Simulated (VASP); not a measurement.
# Cd: single point with r2SCAN

Crystal: Cd.

```
Cd
1.0
     2.98729    0.00000    0.00000
    -1.49365    2.58707    0.00000
     0.00000    0.00000    5.63353
Cd
2
Cartesian
  0.0000 1.7247 1.4084
  1.4936 0.8624 4.2252
```

```json
{
 "Program": "VASP 6.6.1",
 "Task": "single point",
 "Functional": "r2SCAN",
 "Potentials or basis": "VASP PAW PBE potentials, release 64 (Cd)",
 "Cutoff": "520 eV",
 "k mesh": "10 × 10 × 5",
 "Occupations": "fermi-dirac, width 0.1 eV",
 "Spin": "no spin polarisation",
 "Dipole correction": "no",
 "Further INCAR settings": "ALGO = Normal; EDIFF = 1e-06; NBANDS = 19"
}
```

```yaml
Pressure: 0.4 GPa
Band_gap_on_the_k_mesh: zero (band 12 reaches 3.97 eV, above the bottom of band 13 at -0.17 eV)
```

Stress tensor (GPa, compression positive):
```
0.39 0.00 0.00
0.00 0.39 0.00
0.00 0.00 0.28
```

Levels at points of the mesh, in eV from the Fermi level:
```
           k point  band 9  band 10  band 11  band 12  band 13  band 14  band 15  band 16
(0.00, 0.00, 0.00)   -9.07    -8.83    -8.83    -3.10    -2.97    11.05    15.15    15.52
(0.50, 0.00, 0.00)   -8.54    -8.51    -2.33    -1.81     2.15     3.30     3.43     5.59
```

Wall time 43 s on 1 thread of Intel(R) Xeon(R) 6975P-C (Granite Rapids) (shared host), peak memory 0.18 GiB.

Caveat: the PAW data sets were made with another functional, which shifts forces and pressure a little.
